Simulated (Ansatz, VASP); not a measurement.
## Two plane-wave programs on TlCl

```
CELL_PARAMETERS angstrom
3.90054 0.00000 0.00000
0.00000 3.90054 0.00000
0.00000 0.00000 3.90054
ATOMIC_POSITIONS crystal
Tl 0.00000 0.00000 0.00000
Cl 0.50000 0.50000 0.50000
```

Alike in both runs: task single point; functional PBE; k mesh 8 × 8 × 8; occupations gaussian, width 0.02 eV; no spin polarisation.

```csv
,VASP,Ansatz
version,VASP 6.6.1,Ansatz 0.2.0
potentials or method,"VASP PAW PBE potentials, release 64 (Tl_d, Cl), cutoff 500 eV","scalar-relativistic, plane waves, PAW"
valence electrons in the cell,20,20
```

Ansatz gave:

* gap on the k mesh at the Fermi level (eV): 2.20
* least direct gap on the mesh (eV): 2.20
* pressure (GPa): 0.0

What did VASP give for the same quantities?

gap on the k mesh at the Fermi level (eV): 2.21; least direct gap on the mesh (eV): 2.21; pressure (GPa): -0.1.

Spin-orbit coupling is off throughout.
